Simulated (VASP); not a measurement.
# ZrSb2S4 (I4/mmm) in VASP: single point with PBE

Aim: the single point of ZrSb2S4 with PBE.

Program: VASP 6.6.1. These are calculated values, not measurements. Logs are shortened: lines on timing, memory, paths and dates and some standing lists are left out, and cuts for length are marked.

## (1) The cell of the first run

The structure is tetragonal, space group I4/mmm (No. 139). Conventional cell: a = 6.892 Å, b = 6.892 Å, c = 6.977 Å, α = 90.00°, β = 90.00°, γ = 90.00°. Within 3.3 Å of Zr (site symmetry 4/mmm) lie 4 S at 2.49 Å. Sb (site symmetry -4m2) has 8 S at 3.00 Å and 2 Sb at 3.49 Å and 4 Zr at 3.86 Å within 3.9 Å. Within 3.6 Å of S (site symmetry m2m) lie 1 Zr at 2.49 Å and 4 Sb at 3.00 Å and 6 S at 3.36 to 3.53 Å.

## (2) Single point, PBE

INCAR reads:

```
SYSTEM = ZrSb2S4
  ALGO = Normal
  EDIFF = 1E-6
  ENCUT = 520
  GGA = PE
  ISIF = 2
  ISMEAR = 0
  LASPH = .True.
  LCHARG = .False.
  LREAL = .False.
  LWAVE = .False.
  NBANDS = 32
  NELM = 60
  PREC = Accurate
  SIGMA = 0.1
```

KPOINTS reads:

```
k-points
0
Gamma
  8 8 8
  0 0 0
```

POSCAR reads:

```
ZrSb2S4
1.0
   -3.4461650559      3.4461650559      3.4882686136
    3.4461650559     -3.4461650559      3.4882686136
    3.4461650559      3.4461650559     -3.4882686136
Zr Sb S
1 2 4
Direct
    0.0000000000      0.0000000000      0.0000000000
    0.7500000000      0.2500000000      0.5000000000
    0.2500000000      0.7500000000      0.5000000000
    0.2559317454      0.2559317454      0.5118634908
    0.2559317454      0.7440682546      0.0000000000
    0.7440682546      0.7440682546      0.4881365092
    0.7440682546      0.2559317454      0.0000000000
```

Potentials or basis: VASP PAW PBE potentials, release 64 (Zr_sv, Sb, S).

On the command line:

```sh
cat potpaw_PBE.64/Zr_sv/POTCAR potpaw_PBE.64/Sb/POTCAR potpaw_PBE.64/S/POTCAR > POTCAR
mpirun -np 1 vasp_std > vasp.out
```

OUTCAR:

```text
SYSTEM = ZrSb2S4
   EDIFF = 1E-6
   ENCUT = 520
   GGA = PE
   ISIF = 2
   ISMEAR = 0
   LASPH = .True.
   LREAL = .False.
   NELM = 60
   PREC = Accurate

 ion  position               nearest neighbor table
   1  0.000  0.000  0.000-   5 2.49   7 2.49   4 2.49   6 2.49
   2  0.750  0.250  0.500-   4 3.00   6 3.00   7 3.00   7 3.00   5 3.00   5 3.00   4 3.00   6 3.00
                             3 3.49   3 3.49
   3  0.250  0.750  0.500-   4 3.00   6 3.00   5 3.00   5 3.00   7 3.00   7 3.00   6 3.00   4 3.00
                             2 3.49   2 3.49
   4  0.256  0.256  0.512-   1 2.49   3 3.00   2 3.00   3 3.00   2 3.00
   5  0.256  0.744  0.000-   1 2.49   2 3.00   3 3.00   3 3.00   2 3.00
   6  0.744  0.744  0.488-   1 2.49   2 3.00   3 3.00   2 3.00   3 3.00
   7  0.744  0.256  0.000-   1 2.49   3 3.00   2 3.00   2 3.00   3 3.00

  LATTYP: Found a body centered tetragonal cell.
 ALAT       =     6.8923301118
 C/A-ratio  =     1.0122175105

  Lattice vectors:

 A1 = (  -3.4461650559,   3.4461650559,   3.4882686136)
 A2 = (   3.4461650559,  -3.4461650559,   3.4882686136)
 A3 = (   3.4461650559,   3.4461650559,  -3.4882686136)

Analysis of symmetry for initial positions (statically):
=====================================================================
 Subroutine PRICEL returns:
 Original cell was already a primitive cell.

 Routine SETGRP: Setting up the symmetry group for a
 body centered tetragonal supercell.

 Subroutine GETGRP returns: Found 16 space group operations
 (whereof 16 operations were pure point group operations)
 out of a pool of 16 trial point group operations.

The static configuration has the point symmetry D_4h.

Analysis of symmetry for dynamics (positions and initial velocities):
=====================================================================
 Subroutine PRICEL returns:
 Original cell was already a primitive cell.

 Routine SETGRP: Setting up the symmetry group for a
 body centered tetragonal supercell.

 Subroutine GETGRP returns: Found 16 space group operations
 (whereof 16 operations were pure point group operations)
 out of a pool of 16 trial point group operations.

The dynamic configuration has the point symmetry D_4h.

 Subroutine INISYM returns: Found 16 space group operations
 (whereof 16 operations are pure point group operations),
 and found     1 'primitive' translations

----------------------------------------------------------------------------------------

                                     Primitive cell

  volume of cell :     165.7075

  direct lattice vectors                    reciprocal lattice vectors
[... 99 lines left out ...]
   EDIFFG = 0.1E-04   stopping-criterion for IOM
   NSW    =      0    number of steps for IOM
   IBRION =     -1    ionic relax: 0-MD 1-quasi-New 2-CG
   NFREE  =      0    steps in history (QN), initial steepest desc. (CG)
   ISIF   =      2    stress and relaxation
   ISYM   =      2    0-nonsym 1-usesym 2-fastsym
   POTIM  = 0.5000    time-step for ionic-motion
   TEBEG  =    0.0;   TEEND  =   0.0 temperature during run
   PSTRESS=    0.0 pullay stress
   NELECT =      46.0000    total number of electrons
   NUPDOWN=      -1.0000    fix difference up-down
   EMIN   =  10.00;   EMAX   =-10.00  energy-range for DOS
   EFERMI =   0.00;   METHOD = LEGACY
   ISMEAR =     0;   SIGMA  =   0.10  broadening in eV -4-tet -1-fermi 0-gaus
   EFERMI_NEDOS =   21; number of points for ismear=-14 and -15
   IALGO  =     38    algorithm
   IMIX   =      4    mixing-type and parameters
     AMIX     =   0.40;   BMIX     =  1.00
     AMIX_MAG =   1.60;   BMIX_MAG =  1.00
  volume/ion in A,a.u.               =      23.67       159.75
  Fermi-wavevector in a.u.,A,eV,Ry     =   1.067940  2.018114 15.517381  1.140495
  Thomas-Fermi vector in A             =   2.203572
   LORBIT       =      0    0 simple, 1 ext, 2 COOP (PROOUT), +10 PAW based schemes
   GGA     = PE    functional components
   LHFCALC =     F    Hartree Fock is set to
   AEXX    =    0.0000 exact exchange contribution
   IVDW    =     0    specifies the selected vdW correction
   LEPSILON=     F    determine dielectric tensor
   LRPA    =     F    only Hartree local field effects (RPA)
 non-spin polarized calculation
 Gauss-broadening in eV      SIGMA  =   0.10
  energy-cutoff  :      520.00
  volume of cell :      165.71
 maximum number of plane-waves:      4485
 NGX is ok and might be reduce to    48
   NGX = 23   NGY = 23   NGZ = 23

 number of electron      45.9999999 magnetization

 Free energy of the ion-electron system (eV)
  ---------------------------------------------------
  ext. energy  EPLUGINS =         0.00000000
  ---------------------------------------------------
  free energy    TOTEN  =       -34.83645338 eV

  energy without entropy =      -34.81346937  energy(sigma->0) =      -34.82496137

 E-fermi :   6.5145     XC(G=0):  -9.7282

 val. band max:        6.5111657384   @ k =  -0.2500   0.5000   0.2500
 cond. band min:       6.5236992479   @ k =   0.2500   0.1250   0.0000
 fundamental gap:      0.0125335096
 Fermi energy:         6.5144899290

 k-point     1 :       0.0000    0.0000    0.0000
  band No.  band energies     occupation
      1     -43.6647      2.00000
      2     -21.8596      2.00000
      3     -21.6355      2.00000
      4     -21.6355      2.00000
      5      -7.8648      2.00000
      6      -5.9830      2.00000
[... 829 lines left out ...]
     31       9.3876      0.00000
     32       9.6247      0.00000

 [... further k-points ...]
[... 5 lines left out ...]
  --------------------------------------------------------------------------------------
  -------------------------------------------------------------------------------------
  Total       -0.1763437     -0.1763437     -0.2070986      0.0000000     -0.0000000     -0.0000000
  in kB       -1.7050160     -1.7050160     -2.0023766      0.0000000     -0.0000000     -0.0000000
  external PRESSURE =      -1.8041362 kB  Pullay stress =       0.0000000 kB

 VOLUME and BASIS-vectors are now :
 -----------------------------------------------------------------------------
  energy-cutoff  :      520.00
  volume of cell :      165.71
      direct lattice vectors                 reciprocal lattice vectors
    -3.446165056  3.446165056  3.488268614     0.000000000  0.145088814  0.143337585
     3.446165056 -3.446165056  3.488268614     0.145088814  0.000000000  0.143337585
     3.446165056  3.446165056 -3.488268614     0.145088814  0.145088814  0.000000000

 POSITION                                       TOTAL-FORCE (eV/Angst)
 -----------------------------------------------------------------------------------
      0.00000      0.00000      0.00000         0.000000     -0.000000      0.000000
      0.00000      3.44617      1.74413         0.000000     -0.000000      0.000000
      3.44617      0.00000      1.74413         0.000000     -0.000000      0.000000
      1.76397      1.76397     -0.00000         0.008594      0.008594      0.000000
      1.68220     -1.68220      3.48827        -0.008594      0.008594     -0.000000
      1.68220      1.68220      3.48827        -0.008594     -0.008594     -0.000000
     -1.68220      1.68220      3.48827         0.008594     -0.008594      0.000000
 -----------------------------------------------------------------------------------
    total drift:                               -0.000000     -0.000000      0.000000

  FREE ENERGIE OF THE ION-ELECTRON SYSTEM (eV)
  ---------------------------------------------------
  free  energy   TOTEN  =       -34.8364533800 eV

  energy  without entropy=      -34.8134693671  energy(sigma->0) =      -34.82496137
```

OSZICAR:

```text
N       E                     dE             d eps       ncg     rms          rms(c)
DAV:   1     0.316873435004E+03    0.31687E+03   -0.19518E+04  3776   0.126E+03
DAV:   2    -0.995511518130E+01   -0.32683E+03   -0.31249E+03  4856   0.256E+02
DAV:   3    -0.373551104453E+02   -0.27400E+02   -0.26742E+02  5504   0.755E+01
DAV:   4    -0.384694209795E+02   -0.11143E+01   -0.11089E+01  5640   0.136E+01
DAV:   5    -0.384976869224E+02   -0.28266E-01   -0.28259E-01  5200   0.200E+00    0.169E+01
DAV:   6    -0.350158013640E+02    0.34819E+01   -0.94952E+00  4136   0.132E+01    0.946E+00
DAV:   7    -0.349092508082E+02    0.10655E+00   -0.15679E+00  4704   0.552E+00    0.549E+00
DAV:   8    -0.348450488496E+02    0.64202E-01   -0.39335E-01  4936   0.276E+00    0.227E+00
DAV:   9    -0.348362190587E+02    0.88298E-02   -0.74427E-02  4808   0.128E+00    0.390E-01
DAV:  10    -0.348362915134E+02   -0.72455E-04   -0.85686E-03  4840   0.447E-01    0.301E-01
DAV:  11    -0.348364230789E+02   -0.13157E-03   -0.15146E-03  4976   0.206E-01    0.119E-01
DAV:  12    -0.348364401734E+02   -0.17094E-04   -0.23496E-04  5152   0.623E-02    0.436E-02
DAV:  13    -0.348364532149E+02   -0.13042E-04   -0.98481E-05  4968   0.460E-02    0.165E-02
DAV:  14    -0.348364518136E+02    0.14013E-05   -0.11041E-05  4640   0.148E-02    0.729E-03
DAV:  15    -0.348364535220E+02   -0.17083E-05   -0.22386E-06  3800   0.623E-03    0.404E-03
DAV:  16    -0.348364533800E+02    0.14192E-06   -0.11802E-06  3600   0.496E-03
   1 F= -.34836453E+02 E0= -.34824961E+02  d E =-.229840E-01
```

It took 10 min on 1 thread of Intel Xeon 8259CL, shared host; peak memory 0.52 GiB.

Results:

```yaml
Free_energy: -34.8365 eV
Pressure: -0.2 GPa
Largest_force: 0.012 eV/Å
Band_gap_on_the_k_mesh: zero (bands 23 and 24 overlap by 1.69 eV)
```

Forces on the atoms (eV/Å):
```
Zr   0.000  0.000  0.000
Sb   0.000  0.000  0.000
Sb   0.000  0.000  0.000
S    0.009  0.009  0.000
S   -0.009  0.009  0.000
S   -0.009 -0.009  0.000
S    0.009 -0.009  0.000
```

Levels at points of the mesh, in eV from the Fermi level:
```tsv
k point	band 21	band 22	band 23	band 24	band 25	band 26
(0.00, 0.00, 0.00)	-1.06	-0.85	0.16	0.28	1.26	1.26
(0.50, 0.00, 0.00)	-1.96	-1.17	-0.94	-0.50	0.18	1.23
(0.50, 0.50, 0.00)	-1.30	-1.18	-0.94	-0.32	0.63	1.23
(0.50, 0.50, 0.50)	-1.46	-1.18	-1.18	-1.18	-1.18	-0.20
```

Caveat: spin-orbit coupling is left out, which moves the levels of the heavy elements.
